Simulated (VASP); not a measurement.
A run of VASP 6.6.1 is set up as follows.

File INCAR:

```
SYSTEM = Na
PREC = Accurate
ENCUT = 500
EDIFF = 1E-6
ISMEAR = 0
SIGMA = 0.1
LREAL = .False.
LASPH = .True.
NELM = 120
ALGO = Normal
ISIF = 2
LWAVE = .False.
LCHARG = .False.
GGA = PE
NBANDS = 10
GGA_COMPAT = .False.
```

The input KPOINTS:

```
Automatic mesh
0
Gamma
  8 8 8
  0 0 0
```

File POSCAR:

```
Na
1.0
    0.0000000000      2.6156948750      2.6156948750
    2.6156948750      0.0000000000      2.6156948750
    2.6156948750      2.6156948750      0.0000000000
Na
1
Direct
    0.0000000000      0.0000000000      0.0000000000
```

Potentials or basis: VASP PAW PBE potentials, release 64 (Na_pv).

Run with:

```bash
$ cat potpaw_PBE.64/Na_pv/POTCAR > POTCAR
$ mpirun -np 1 vasp_std > vasp.out
```

Problem. What does it give for the pressure?

Solution. 0.2 GPa.

Problem. Predict the band gap on the k mesh.

Solution. Zero (an odd number of electrons rules out a gap without spin polarisation).
